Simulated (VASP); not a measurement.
**Al2InN3: single point with PBE**

Crystal: Al2InN3.

```xyz
6
Lattice="2.9934 0.0000 0.0000 0.0000 2.9934 0.0000 0.0000 0.0000 8.4518" Properties=species:S:1:pos:R:3 pbc="T T T"
Al    0.0000    0.0000   -0.7743
Al    1.4967    1.4967    5.7222
In    1.4967    1.4967    1.5632
N     0.0000    0.0000    5.6134
N     0.0000    0.0000    1.3491
N     1.4967    1.4967    7.6557
```

The cell was built from a structure type or drawn by symmetry, and may not be a known phase.

| Item | Value |
| --- | --- |
| Program | VASP 6.6.1 |
| Task | single point |
| Functional | PBE |
| Potentials or basis | VASP PAW PBE potentials, release 64 (Al, In_d, N) |
| Cutoff | 520 eV |
| k mesh | 6 × 6 × 2 |
| Occupations | gaussian, width 0.1 eV |
| Spin | collinear spin, ferromagnetic start |
| Starting moments | [0.0, 0.0, 0.0, 1.0, 1.0, 1.0] μB |

```
Pressure                                              : -0.2 GPa
Largest force                                         : 0.020 eV/Å
Band gap on the k mesh                                : 0.57 eV (least direct gap 1.32 eV)
Net moment                                            : 0.00 μB per cell
Valence electrons inside the program's atomic spheres : Al 0.67; In 11.61; N 3.70, 3.76, 3.78
```

Forces on the atoms (eV/Å):
```
Al   0.000  0.000  0.014
Al   0.000  0.000 -0.006
In   0.000  0.000 -0.006
N    0.000  0.000  0.010
N    0.000  0.000 -0.020
N    0.000  0.000  0.009
```

Stress tensor (GPa, compression positive):
```
-0.29  0.00  0.00
 0.00 -0.29  0.00
 0.00  0.00 -0.10
```

Levels at points of the mesh, in eV from the valence-band top:
Spin up:
```
           k point  band 15  band 16  band 17  band 18  band 19  band 20
(0.00, 0.00, 0.00)    -1.95    -0.75    -0.75     0.57     3.39     4.06
(0.50, 0.00, 0.00)    -1.39    -0.91     0.00     1.74     4.89     5.08
(0.50, 0.50, 0.00)    -3.53    -2.88    -1.72     0.72     2.97     4.81
(0.00, 0.00, 0.50)    -2.08    -0.74    -0.74     1.40     2.50     4.47
(0.50, 0.00, 0.50)    -1.28    -0.91     0.00     2.29     4.27     4.33
(0.50, 0.50, 0.50)    -3.54    -2.81    -1.83     1.10     2.23     4.99
```
Spin down:
| k point | band 14 | band 15 | band 16 | band 17 | band 18 | band 19 | band 20 | band 21 |
| --- | --- | --- | --- | --- | --- | --- | --- | --- |
| (0.00, 0.00, 0.00) | -2.07 | -1.95 | -0.75 | -0.75 | 0.57 | 3.39 | 4.06 | 5.63 |
| (0.50, 0.00, 0.00) | -1.55 | -1.39 | -0.91 | 0.00 | 1.74 | 4.89 | 5.08 | 5.94 |
| (0.50, 0.50, 0.00) | -3.62 | -3.53 | -2.88 | -1.72 | 0.72 | 2.97 | 4.81 | 6.77 |
| (0.00, 0.00, 0.50) | -2.08 | -2.08 | -0.74 | -0.74 | 1.40 | 2.50 | 4.47 | 5.77 |
| (0.50, 0.00, 0.50) | -1.39 | -1.28 | -0.91 | 0.00 | 2.29 | 4.27 | 4.33 | 6.78 |
| (0.50, 0.50, 0.50) | -3.59 | -3.54 | -2.81 | -1.83 | 1.10 | 2.22 | 4.99 | 6.22 |

It took 88 s on 1 thread of Intel(R) Xeon(R) Platinum 8259CL CPU @ 2.50GHz (Skylake/Cascade Lake), on a shared host, peak memory 0.25 GiB.

Caveat: spin-orbit coupling is left out, which moves the levels of the heavy elements. A k mesh can miss the band edges.
